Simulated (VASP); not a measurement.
# Cs (P6/mmm) in VASP: notebook

Cs is run at these levels: PBE; tasks: single point.

All numbers are computed with VASP 6.6.1; they aren't measurements. Logs are shortened: lines on timing, memory, paths and dates and some standing lists are left out, and cuts for length are marked.

### 1 The cell of the first run

Symmetry: P6/mmm, No. 191, hexagonal system. The conventional cell has a = 6.508 Å, b = 6.508 Å, c = 3.870 Å, α = 90.00°, β = 90.00°, γ = 120.00°. Cs (site symmetry 6/mmm) has 14 Cs at 3.87 to 4.23 Å within 5.1 Å. Within 4.9 Å of Cs (site symmetry -6m2) lie 11 Cs at 3.76 to 4.23 Å.

This isn't the form of Cs at room conditions, which is bcc.

### 2 Single point, PBE (47.32 Å³/atom)

Contents of POSCAR:

```
Cs
1.0
    6.5075906402      0.0000000000      0.0000000000
   -3.2537953201      5.6357388118      0.0000000000
    0.0000000000      0.0000000000      3.8703410896
Cs
3
Direct
    0.0000000000      0.0000000000      0.0000000000
    0.3333333333      0.6666666667      0.5000000000
    0.6666666667      0.3333333333      0.5000000000
```

Contents of INCAR.step1:

```
ALGO     = Normal         # electronic algorithm
EDIFF    = 1E-6           # SCF threshold, eV
ENCUT    = 520            # plane-wave cutoff, eV
GGA      = PE             # functional
ISIF     = 2              # what is computed and relaxed
ISMEAR   = -1             # smearing method
LASPH    = T              # aspherical terms in the spheres
LCHARG   = T              # write CHGCAR
LREAL    = F              # projectors in reciprocal space
LWAVE    = F              # write WAVECAR
NBANDS   = 20             # bands
NELM     = 60             # most SCF steps
PREC     = Accurate       # precision mode
SIGMA    = 0.08           # smearing width, eV
```

Contents of KPOINTS.step1:

```
k-points
0
Gamma
  4 4 6
```

Contents of INCAR.step2:

```
ALGO     = Normal         # electronic algorithm
EDIFF    = 1E-6           # SCF threshold, eV
ENCUT    = 520            # plane-wave cutoff, eV
GGA      = PE             # functional
ICHARG   = 11             # starting density
ISIF     = 2              # what is computed and relaxed
ISMEAR   = -5             # smearing method
LASPH    = T              # aspherical terms in the spheres
LCHARG   = F              # write CHGCAR
LORBIT   = 11             # projections on sites
LREAL    = F              # projectors in reciprocal space
LWAVE    = F              # write WAVECAR
NEDOS    = 2001           # points of the DOS
NELM     = 60             # most SCF steps
PREC     = Accurate       # precision mode
SIGMA    = 0.08           # smearing width, eV
```

Contents of KPOINTS.step2:

```
k-points
0
Gamma
  6 6 9
```

Potentials or basis: VASP PAW PBE potentials, release 64 (Cs_sv).

On the command line:

```sh
cat potpaw_PBE.64/Cs_sv/POTCAR > POTCAR
cp INCAR.step1 INCAR
cp KPOINTS.step1 KPOINTS
mpirun -np 1 vasp_std > vasp.out
cp INCAR.step2 INCAR
cp KPOINTS.step2 KPOINTS
mpirun -np 1 vasp_std > vasp.out
```

OUTCAR:

```text
EDIFF = 1E-6
   ENCUT = 520
   GGA = PE
   ICHARG = 11
   ISIF = 2
   ISMEAR = -5
   LASPH = T
   LORBIT = 11
   LREAL = F
   NELM = 60
   PREC = Accurate

 ion  position               nearest neighbor table
   1  0.000  0.000  0.000-
   2  0.333  0.667  0.500-
   3  0.667  0.333  0.500-

  LATTYP: Found a hexagonal cell.
 ALAT       =     6.5075906402
 C/A-ratio  =     0.5947425558

  Lattice vectors:

 A1 = (   6.5075906402,   0.0000000000,   0.0000000000)
 A2 = (  -3.2537953201,   5.6357388118,   0.0000000000)
 A3 = (   0.0000000000,   0.0000000000,   3.8703410896)

Analysis of symmetry for initial positions (statically):
=====================================================================
 Subroutine PRICEL returns:
 Original cell was already a primitive cell.

 Routine SETGRP: Setting up the symmetry group for a
 hexagonal supercell.

 Subroutine GETGRP returns: Found 24 space group operations
 (whereof 24 operations were pure point group operations)
 out of a pool of 24 trial point group operations.

The static configuration has the point symmetry D_6h.

Analysis of symmetry for dynamics (positions and initial velocities):
=====================================================================
 Subroutine PRICEL returns:
 Original cell was already a primitive cell.

 Routine SETGRP: Setting up the symmetry group for a
 hexagonal supercell.

 Subroutine GETGRP returns: Found 24 space group operations
 (whereof 24 operations were pure point group operations)
 out of a pool of 24 trial point group operations.

The dynamic configuration has the point symmetry D_6h.

 Subroutine INISYM returns: Found 24 space group operations
 (whereof 24 operations are pure point group operations),
 and found     1 'primitive' translations

----------------------------------------------------------------------------------------

                                     Primitive cell

  volume of cell :     141.9451

  direct lattice vectors                    reciprocal lattice vectors
     6.507590640  0.000000000  0.000000000     0.153666703  0.088719513  0.000000000
    -3.253795320  5.635738812  0.000000000     0.000000000  0.177439025  0.000000000
     0.000000000  0.000000000  3.870341090     0.000000000  0.000000000  0.258375160

  length of vectors
     6.507590640  6.507590640  3.870341090     0.177439025  0.177439025  0.258375160

  position of ions in fractional coordinates (direct lattice)
     0.000000000  0.000000000  0.000000000
     0.333333333  0.666666667  0.500000000
     0.666666667  0.333333333  0.500000000

  ion indices of the primitive-cell ions
   primitive index   ion index
                 1           1
                 2           2
                 3           3

----------------------------------------------------------------------------------------

 KPOINTS: k-points

Automatic generation of k-mesh.
 Grid dimensions read from file:
 generate k-points for:    6    6    9

 Generating k-lattice:

  Cartesian coordinates                     Fractional coordinates (reciprocal lattice)
     0.025611117  0.014786585  0.000000000     0.166666667  0.000000000  0.000000000
     0.000000000  0.029573171  0.000000000     0.000000000  0.166666667  0.000000000
     0.000000000  0.000000000  0.028708351     0.000000000  0.000000000  0.111111111

  Length of vectors
     0.029573171  0.029573171  0.028708351

  Shift w.r.t. Gamma in fractional coordinates (k-lattice)
     0.000000000  0.000000000  0.000000000

 TETIRR: Found    303 inequivalent tetrahedra from     1944

 Subroutine IBZKPT returns following result:
 ===========================================

 Found     35 irreducible k-points:

 Following reciprocal coordinates:
            Coordinates               Weight
  0.000000  0.000000  0.000000      1.000000
  0.166667  0.000000  0.000000      6.000000
  0.333333  0.000000  0.000000      6.000000
  0.500000 -0.000000  0.000000      3.000000
  0.166667  0.166667  0.000000      6.000000
  0.333333  0.166667  0.000000     12.000000
[... 16 lines left out ...]
  0.166667  0.000000  0.333333     12.000000
  0.333333  0.000000  0.333333     12.000000
 [... further k-points ...]
   k-points           NKPTS =     35   k-points in BZ     NKDIM =     35   number of bands    NBANDS=     17
   number of dos      NEDOS =   2001   number of ions     NIONS =      3
   total plane-waves  NPLWV =  69120
   dimension x,y,z NGX =    48 NGY =   48 NGZ =   30
   dimension x,y,z NGXF=    96 NGYF=   96 NGZF=   60
   ions per type =               3
   NGX,Y,Z   is equivalent  to a cutoff of  12.26, 12.26, 12.89 a.u.
   NGXF,Y,Z  is equivalent  to a cutoff of  24.52, 24.52, 25.77 a.u.
 SYSTEM =  unknown system
   PREC   = accura    normal or accurate (medium, high low for compatibility)
   ISTART =      0    job   : 0-new  1-cont  2-samecut
   ICHARG =     11    charge: 1-file 2-atom 10-const
   ISPIN  =      1    spin polarized calculation?
   LNONCOLLINEAR =      F non collinear calculations
   LSORBIT =      F    spin-orbit coupling
   LASPH  =      T    aspherical Exc in radial PAW
   ENCUT  =  520.0 eV  38.22 Ry    6.18 a.u.  12.10 12.10  7.20*2*pi/ulx,y,z
   NELM   =     60;   NELMIN=  2; NELMDL=  0     # of ELM steps
   EDIFF  = 0.1E-05   stopping-criterion for ELM
   LREAL  =      F    real-space projection
   EDIFFG = 0.1E-04   stopping-criterion for IOM
   NSW    =      0    number of steps for IOM
   IBRION =     -1    ionic relax: 0-MD 1-quasi-New 2-CG
   NFREE  =      0    steps in history (QN), initial steepest desc. (CG)
   ISIF   =      2    stress and relaxation
   ISYM   =      2    0-nonsym 1-usesym 2-fastsym
   POTIM  = 0.5000    time-step for ionic-motion
   TEBEG  =    0.0;   TEEND  =   0.0 temperature during run
   PSTRESS=    0.0 pullay stress
   NELECT =      27.0000    total number of electrons
   NUPDOWN=      -1.0000    fix difference up-down
   EMIN   =  10.00;   EMAX   =-10.00  energy-range for DOS
   EFERMI =   0.00;   METHOD = LEGACY
   ISMEAR =    -5;   SIGMA  =   0.08  broadening in eV -4-tet -1-fermi 0-gaus
   EFERMI_NEDOS =   21; number of points for ismear=-14 and -15
   IALGO  =     38    algorithm
   IMIX   =      4    mixing-type and parameters
     AMIX     =   0.40;   BMIX     =  1.00
     AMIX_MAG =   1.60;   BMIX_MAG =  1.00
  volume/ion in A,a.u.               =      47.32       319.30
  Fermi-wavevector in a.u.,A,eV,Ry     =   0.941505  1.779187 12.060636  0.886432
  Thomas-Fermi vector in A             =   2.069023
   LORBIT       =     11    0 simple, 1 ext, 2 COOP (PROOUT), +10 PAW based schemes
   GGA     = PE    functional components
   LHFCALC =     F    Hartree Fock is set to
   AEXX    =    0.0000 exact exchange contribution
   IVDW    =     0    specifies the selected vdW correction
   LEPSILON=     F    determine dielectric tensor
   LRPA    =     F    only Hartree local field effects (RPA)
 non-spin polarized calculation
 Fermi weights with tetrahedron method with Bloechl corrections
  energy-cutoff  :      520.00
  volume of cell :      141.95
 maximum number of plane-waves:      3852

 number of electron      26.9999994 magnetization

 Free energy of the ion-electron system (eV)
  ---------------------------------------------------
  ext. energy  EPLUGINS =         0.00000000
  ---------------------------------------------------
  free energy    TOTEN  =        -0.26935560 eV

  energy without entropy =       -0.26935560  energy(sigma->0) =       -0.26935560

 E-fermi :   3.8817     XC(G=0):  -8.2703

 val. band max:        3.9314141223   @ k =   0.5000  -0.0000   0.2222
 cond. band min:       3.8500104464   @ k =   0.1667   0.0000   0.0000
 fundamental gap:     -0.0814036759
 Fermi energy:         3.8817293699

 k-point     1 :       0.0000    0.0000    0.0000
  band No.  band energies     occupation
      1     -20.1452      2.00000
      2     -19.8661      2.00000
      3     -19.8049      2.00000
      4      -7.4703      2.00000
      5      -7.4703      2.00000
      6      -7.1943      2.00000
[... 9 lines left out ...]
     16       5.6035      0.00000
     17       5.6142      0.00000

 k-point     2 :       0.1667    0.0000    0.0000
  band No.  band energies     occupation
      1     -20.1222      2.00000
      2     -19.8744      2.00000
      3     -19.8220      2.00000
      4      -7.6285      2.00000
      5      -7.5508      2.00000
      6      -6.9884      2.00000
[... 9 lines left out ...]
     16       5.2427      0.00000
     17       5.3150      0.00000

 k-point     3 :       0.3333    0.0000    0.0000
  band No.  band energies     occupation
      1     -20.0606      2.00000
      2     -19.9041      2.00000
      3     -19.8587      2.00000
      4      -7.7908      2.00000
      5      -7.4803      2.00000
      6      -6.7140      2.00000
[... 9 lines left out ...]
     16       4.9396      0.00000
     17       5.0918      0.00000

 k-point     4 :       0.5000   -0.0000    0.0000
  band No.  band energies     occupation
      1     -19.9944      2.00000
      2     -19.9589      2.00000
      3     -19.8725      2.00000
      4      -7.8494      2.00000
      5      -7.2515      2.00000
      6      -7.0771      2.00000
[... 9 lines left out ...]
     16       5.1266      0.00000
     17       5.1685      0.00000
[... 343 lines left out ...]
      1     -20.0011      2.00000
      2     -19.8051      2.00000
      3     -19.7091      2.00000
      4      -7.3640      2.00000
      5      -7.2984      2.00000
      6      -7.2984      2.00000
[... 9 lines left out ...]
     16       4.5103      0.00000
     17       4.5104      0.00000

 k-point    23 :       0.1667    0.0000    0.3333
  band No.  band energies     occupation
      1     -19.9831      2.00000
      2     -19.8078      2.00000
      3     -19.7257      2.00000
      4      -7.4279      2.00000
      5      -7.3678      2.00000
      6      -7.2761      2.00000
[... 9 lines left out ...]
     16       4.4939      0.00000
     17       4.5822      0.00000

 k-point    24 :       0.3333    0.0000    0.3333
  band No.  band energies     occupation
      1     -19.9357      2.00000
      2     -19.8170      2.00000
      3     -19.7667      2.00000
      4      -7.5129      2.00000
      5      -7.4680      2.00000
      6      -7.3468      2.00000
[... 9 lines left out ...]
     16       4.5235      0.00000
     17       4.7261      0.00000

 [... further k-points ...]

------------------------ aborting loop because EDIFF is reached ----------------------------------------

  FORCE on cell =-STRESS in cart. coord.  units (eV):
  Direction    XX          YY          ZZ          XY          YZ          ZX
  --------------------------------------------------------------------------------------
  -------------------------------------------------------------------------------------
  Total        5.0375149      5.0375149      5.3387833      0.0000000      0.0000000      0.0000000
  in kB       56.8599665     56.8599665     60.2604751      0.0000000      0.0000000      0.0000000
  external PRESSURE =      57.9934694 kB  Pullay stress =       0.0000000 kB

 VOLUME and BASIS-vectors are now :
 -----------------------------------------------------------------------------
  energy-cutoff  :      520.00
  volume of cell :      141.95
      direct lattice vectors                 reciprocal lattice vectors
     6.507590640  0.000000000  0.000000000     0.153666703  0.088719513  0.000000000
    -3.253795320  5.635738812  0.000000000     0.000000000  0.177439025  0.000000000
     0.000000000  0.000000000  3.870341090     0.000000000  0.000000000  0.258375160

 POSITION                                       TOTAL-FORCE (eV/Angst)
 -----------------------------------------------------------------------------------
      0.00000      0.00000      0.00000        -0.000000      0.000000      0.000000
     -0.00000      3.75716      1.93517         0.000000     -0.000000     -0.000000
      3.25380      1.87858      1.93517        -0.000000      0.000000      0.000000
 -----------------------------------------------------------------------------------
    total drift:                               -0.000000      0.000000     -0.000000

  FREE ENERGIE OF THE ION-ELECTRON SYSTEM (eV)
  ---------------------------------------------------
  free  energy   TOTEN  =        -0.2693556029 eV

  energy  without entropy=       -0.2693556029  energy(sigma->0) =       -0.26935560

 total charge

# of ion       s       p       d       tot
------------------------------------------
    1        1.881   4.598   0.092   6.570
    2        1.860   4.611   0.116   6.587
    3        1.860   4.611   0.116   6.587
--------------------------------------------------
tot          5.600  13.820   0.324  19.744
```

It took 78 s on 1 thread of Intel Xeon 6975P-C (Granite Rapids), shared host; peak memory 0.25 GiB.

Results:

- Valence electrons inside the program's atomic spheres: Cs 6.57, 6.59 (each value once)

Caveat: spin-orbit coupling is left out, which moves the levels of the heavy elements; tetrahedron occupations give inexact forces and stress in metals.

### 3 Single point, PBE (59.14 Å³/atom)

This run uses another cell than the first one, of 59.14 Å³/atom.

Contents of POSCAR:

```
Cs
1.0
    7.0100895119      0.0000000000      0.0000000000
   -3.5050447559      6.0709156001      0.0000000000
    0.0000000000      0.0000000000      4.1691985528
Cs
3
Direct
    0.0000000000      0.0000000000      0.0000000000
    0.3333333333      0.6666666667      0.5000000000
    0.6666666667      0.3333333333      0.5000000000
```

Contents of INCAR.step1:

```
  ALGO = Normal
  EDIFF = 1E-6
  ENCUT = 520
  GGA = PE
  ISIF = 2
  ISMEAR = -1
  LASPH = True
  LCHARG = True
  LREAL = False
  LWAVE = False
  NBANDS = 20
  NELM = 80
  PREC = Accurate
  SIGMA = 0.08
```

KPOINTS.step1 is that of step 2.

Contents of INCAR.step2:

```
  ALGO = Normal
  EDIFF = 1E-6
  ENCUT = 520
  GGA = PE
  ICHARG = 11
  ISIF = 2
  ISMEAR = -5
  LASPH = True
  LCHARG = False
  LORBIT = 11
  LREAL = False
  LWAVE = False
  NEDOS = 2001
  NELM = 80
  PREC = Accurate
  SIGMA = 0.08
```

KPOINTS.step2 is that of step 2.

Potentials or basis: VASP PAW PBE potentials, release 64 (Cs_sv).

On the command line:

```sh
cat potpaw_PBE.64/Cs_sv/POTCAR > POTCAR
cp INCAR.step1 INCAR
cp KPOINTS.step1 KPOINTS
mpirun -np 1 vasp_std > vasp.out
cp INCAR.step2 INCAR
cp KPOINTS.step2 KPOINTS
mpirun -np 1 vasp_std > vasp.out
```

Wall time 2 min (1 thread of Intel Xeon 6975P-C (Granite Rapids), shared host); peak memory 0.29 GiB.

The run converged. Its results:

```yaml
Valence_electrons_inside_the_program's_atomic_spheres: Cs 6.56, 6.57 (each value once)
```

Levels at points of the mesh, in eV from the Fermi level:
```
           k point  band 9  band 10  band 11  band 12  band 13  band 14  band 15  band 16  band 17
(0.00, 0.00, 0.00)  -10.20   -10.20   -10.17   -10.15    -2.21     0.17     1.32     1.34     1.37
(0.50, 0.00, 0.00)  -10.34   -10.28   -10.26   -10.18    -0.74    -0.63    -0.45     1.31     1.40
```

Caveat: spin-orbit coupling is left out, which moves the levels of the heavy elements; tetrahedron occupations give inexact forces and stress in metals.
